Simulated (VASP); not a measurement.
A run of VASP 6.6.1 is set up as follows.

The input INCAR:

```
PREC     = Accurate       # precision mode
ENCUT    = 520            # plane-wave cutoff, eV
EDIFF    = 1E-6           # SCF threshold, eV
ISMEAR   = 0              # smearing method
SIGMA    = 0.05           # smearing width, eV
LREAL    = False          # projectors in reciprocal space
LASPH    = True           # aspherical terms in the spheres
NELM     = 60             # most SCF steps
ALGO     = Normal         # electronic algorithm
ISIF     = 2              # what is computed and relaxed
LWAVE    = False          # write WAVECAR
LCHARG   = False          # write CHGCAR
GGA      = PS             # functional
NBANDS   = 15             # bands
```

Contents of KPOINTS:

```
regular mesh
0
Gamma
  6 6 6
```

POSCAR

```
KBr
1.0
    4.0434990000      0.0000000000      0.0000000000
    0.0000000000      4.0434990000      0.0000000000
    0.0000000000      0.0000000000      4.0434990000
K Br
1 1
Direct
    0.0000000000      0.0000000000      0.0000000000
    0.5000000000      0.5000000000      0.5000000000
```

Potentials or basis: VASP PAW PBE potentials, release 64 (K_sv, Br).

Launch:

```sh
$ cat potpaw_PBE.64/K_sv/POTCAR potpaw_PBE.64/Br/POTCAR > POTCAR
$ mpirun -np 1 vasp_std > vasp.out
```

**Question.** Predict the band gap on the k mesh.

**Answer.** 3.70 eV (least direct gap 3.97 eV).

**Question.** Estimate the pressure.

**Answer.** -1.2 GPa.

Caveat: the PAW data sets were made with another functional, which shifts forces and pressure a little. A k mesh can miss the band edges.
